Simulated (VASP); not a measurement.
Set up this calculation in VASP 6.6.1, as the native input.

* Task: single point
* Functional: PBE
* Potentials or basis: VASP PAW PBE potentials, release 64 (Si, C)
* Cutoff: 520 eV
* k mesh: 6 × 7 × 7
* Occupations: gaussian, width 0.1 eV
* Spin: no spin polarisation
* Dipole correction: no
* Further INCAR settings: ALGO = Normal; EDIFF = 1e-06; NBANDS = 41

The structure of SiC6 lies in POSCAR:

```
SiC6
1.0
    5.3556220000     -0.0127490000      0.5081680000
   -0.0009100000      4.9319560000     -0.1206650000
    0.5167690000     -0.1290200000      5.2624680000
Si C
2 12
Direct
    0.4971967714      0.0732746951      0.6667590124
    0.1385187244      0.7135994015      0.0418542836
    0.7831709217      0.9356696092      0.4510553457
    0.6520741739      0.8222916015      0.0271857445
    0.3900976936      0.2625036885      0.0713880324
    0.4085206344      0.9569820405      0.0206885456
    0.7322001704      0.5920936034      0.8551751724
    0.0058782658      0.9027747696      0.5810521093
    0.0080168542      0.6197957376      0.7007966990
    0.8280322482      0.8751915667      0.1911201201
    0.1725087384      0.1131914522      0.5872799460
    0.1211082175      0.3914272735      0.5056771497
    0.2157636443      0.4360378058      0.2469232819
    0.5709919017      0.3685532598      0.8585819890
```

The input as run:

INCAR

```
SYSTEM = SiC6
ALGO     = Normal         ! electronic algorithm
EDIFF    = 1E-6           ! SCF threshold, eV
ENCUT    = 520            ! plane-wave cutoff, eV
GGA      = PE             ! functional
ISIF     = 2              ! what is computed and relaxed
ISMEAR   = 0              ! smearing method
LASPH    = .True.         ! aspherical terms in the spheres
LCHARG   = .True.         ! write CHGCAR
LELF     = .True.         ! ELF
LREAL    = .False.        ! projectors in reciprocal space
LVHAR    = .True.       
LWAVE    = .False.        ! write WAVECAR
NBANDS   = 41             ! bands
NELM     = 80             ! most SCF steps
PREC     = Accurate       ! precision mode
SIGMA    = 0.1            ! smearing width, eV
```

KPOINTS

```
k-points
0
Gamma
  6 7 7
  0 0 0
```

Potentials or basis: VASP PAW PBE potentials, release 64 (Si, C).

Run with:

```bash
$ cat potpaw_PBE.64/Si/POTCAR potpaw_PBE.64/C/POTCAR > POTCAR
$ mpirun -np 1 vasp_std > vasp.out
```

It gave:

```
Pressure               : 0.3 GPa
Largest force          : 0.079 eV/Å
Band gap on the k mesh : zero (bands 28 and 29 overlap by 0.40 eV)
```

Run time: 8.5 min on 1 thread of AMD EPYC 9R45 96-Core Processor (Zen 5), with other jobs on the host, peak memory 0.61 GiB.
